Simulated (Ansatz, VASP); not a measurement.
# BeCdS4 in VASP and in Ansatz

```
CELL_PARAMETERS angstrom
2.54312 -4.21907 0.00000
2.54312 4.21907 0.00000
0.00000 0.00000 6.38314
ATOMIC_POSITIONS crystal
Be 0.50000 0.50000 0.50000
Cd 0.00000 0.00000 0.00000
S 0.81707 0.55503 0.73875
S 0.18293 0.44497 0.73875
S 0.44497 0.18293 0.26125
S 0.55503 0.81707 0.26125
```

Change from the starting cell: species swapped into the RbBH4 type (C222, No. 21).

Alike in both runs: functional PBE; k mesh 4 × 4 × 4; occupations gaussian, width 0.2 eV; no spin polarisation.

Ansatz relaxed the structure, and its values are those at the end. VASP's run is a single point on that final structure, the one shown.

```csv
,VASP,Ansatz
version,VASP 6.6.1,Ansatz 0.2.0
potentials or method,"VASP PAW PBE potentials, release 64 (Be, Cd, S), cutoff 520 eV","scalar-relativistic, plane waves, PAW"
valence electrons in the cell,38,46
```

|  | VASP | Ansatz | Ansatz less VASP |
| --- | --- | --- | --- |
| gap on the k mesh at the Fermi level (eV) | 0.79 | 0.76 | -0.031 |
| least direct gap on the mesh (eV) | 0.99 | 0.96 | -0.032 |
| pressure (GPa) | 0.1 | 0.1 | +0.02 |
| rms of the force components (eV/Å) | 0.050 | 0.024 | -0.0254 |

VASP's potentials hold 38 valence electrons a cell and Ansatz's 46, so a difference there can come from the potentials and not from the codes.
